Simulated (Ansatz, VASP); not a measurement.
**Two plane-wave programs on Al5H**

```
CELL_PARAMETERS angstrom
5.25666 0.00000 0.00000
-2.62833 4.55240 0.00000
0.00000 0.00000 4.62387
ATOMIC_POSITIONS crystal
Al 0.00000 0.50000 0.50000
Al 0.33333 0.66667 0.00000
Al 0.66667 0.33333 0.00000
Al 0.50000 0.00000 0.50000
Al 0.50000 0.50000 0.50000
H 0.00000 0.00000 0.00000
```

Change from the starting cell: species swapped into the CeFe5 type (P6/mmm, No. 191).

Alike in both runs: functional PBE; k mesh 6 × 6 × 4; occupations gaussian, width 0.1 eV; no spin polarisation.

Ansatz relaxed the structure, and its values are those at the end. VASP's run is a single point on that final structure, the one shown.

|  | VASP | Ansatz |
| --- | --- | --- |
| version | VASP 6.6.1 | Ansatz 0.2.0 |
| potentials or method | VASP PAW PBE potentials, release 64 (Al, H), cutoff 520 eV | scalar-relativistic, plane waves, PAW |
| valence electrons in the cell | 16 | 16 |

```csv
,VASP,Ansatz,Ansatz less VASP
gap on the k mesh at the Fermi level (eV),none,none,-
pressure (GPa),0.0,0.0,+0.04
```

A gap of «none» marks a metal or a gap that the smearing closes. With one functional, cell and mesh, what is left measures potentials, basis and numerics.
